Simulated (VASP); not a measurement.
Set up this calculation in VASP 6.6.1, as the native input.

```
Task                   : electric field gradients
Functional             : LDA
Potentials or basis    : VASP PAW LDA potentials, release 64 (Ta_pv)
Cutoff                 : 520 eV
k mesh                 : 14 × 14 × 14
Occupations            : fermi-dirac, width 0.05 eV
Spin                   : no spin polarisation
Dipole correction      : no
Further INCAR settings : ALGO = Normal; EDIFF = 1e-08; NBANDS = 12
```

The structure of Ta lies in POSCAR:

```
Ta
1.0
   -1.6549278069      1.6549278069      1.6549278069
    1.6549278069     -1.6549278069      1.6549278069
    1.6549278069      1.6549278069     -1.6549278069
Ta
1
Direct
    0.0000000000      0.0000000000      0.0000000000
```

The input as run:

INCAR

```
SYSTEM = Ta
PREC = Accurate ; ENCUT = 520
EDIFF = 1E-8 ; ISMEAR = -1
SIGMA = 0.05 ; LREAL = .FALSE.
LASPH = .TRUE. ; NELM = 80
ALGO = Normal ; ISIF = 2
LWAVE = .FALSE. ; LCHARG = .FALSE.
LEFG = .TRUE. ; NBANDS = 12
```

KPOINTS

```
regular mesh
0
G
  14 14 14
  0 0 0
```

Potentials or basis: VASP PAW LDA potentials, release 64 (Ta_pv).

Run with:

```bash
$ cat potpaw_LDA.64/Ta_pv/POTCAR > POTCAR
$ mpirun -np 1 vasp_std > vasp.out
```

It gave:

```yaml
Pressure: -9.3 GPa
```

Caveat: without QUAD_EFG the Cq values of the log hold for a quadrupole moment of 1 mb, not for the nuclei.

Wall time 7.1 s on 1 thread of Intel(R) Xeon(R) 6975P-C (Granite Rapids), with other jobs on the host, peak memory 0.14 GiB.
